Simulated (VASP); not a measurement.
Runs of VASP 6.6.1 on Zn3As. The structure is that of space group Pm-3m (No. 221), or close to it. The cells are those of the table. 

```tsv
task	cell	k mesh	cutoff (eV)	gap on the mesh (eV)	pressure (GPa)
relaxation of cell and atoms	relaxed from a = 3.934, b = 3.934, c = 3.893 Å, 4 atoms	4 × 4 × 4	600	none	0.0
single point	a = 3.934, b = 3.934, c = 3.893 Å, 4 atoms	6 × 6 × 6	520	none	9.6
single point	a = 4.057 Å, 4 atoms	12 × 12 × 12	520	none	0.0
single point	a = 4.066, b = 4.066, c = 4.048 Å, 4 atoms	4 × 4 × 4	520	none	(a)
```

Alike in all rows: level PBE; potentials or basis VASP PAW PBE potentials, release 64 (Zn, As); no spin polarisation; smearing gaussian 0.1 eV.

Question: Fill in the values left out.

Answer: (a) 0.3.

Caveats: some runs use coarse meshes.

A k mesh can miss the band edges, and the runs leave out spin-orbit coupling on As.

A gap of «none» marks levels without a gap at the run's occupations.
